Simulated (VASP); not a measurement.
AgCl, 16 atoms in the cell. The typed cell holds 16 atoms: a = 7.079 Å, b = 7.079 Å, c = 7.509 Å, α = 74.62°, β = 74.62°, γ = 67.59°.  This cell differs from its parent crystal: dynamics (nvt langevin) at 450 K, volume x 1.01, from the last frame before.

```yaml
Program: VASP 6.6.1
Task: single point
Functional: PBE
Potentials_or_basis: VASP PAW PBE potentials, release 64 (Ag, Cl)
Cutoff: 520 eV
k_mesh: 2 × 2 × 2, shifted
Occupations: fermi-dirac, width 0.0388 eV
Spin: no spin polarisation
Dipole_correction: no
Further_INCAR_settings: LREAL = Auto; ALGO = Normal; EDIFF = 1e-06; NBANDS = 86
```

Potentials or basis: VASP PAW PBE potentials, release 64 (Ag, Cl).

Launch:

```console
$ cat potpaw_PBE.64/Ag/POTCAR potpaw_PBE.64/Cl/POTCAR > POTCAR
$ mpirun -np 1 vasp_std > vasp.out
```

Hardware: 1 thread of Intel(R) Xeon(R) Platinum 8488C (Sapphire Rapids) (shared host).

How long does it take, and how much memory?

Run time: 2.1 min on 1 thread of Intel(R) Xeon(R) Platinum 8488C (Sapphire Rapids), on a shared host, peak memory 0.42 GiB. Counts: scf iterations 14, k points 4.
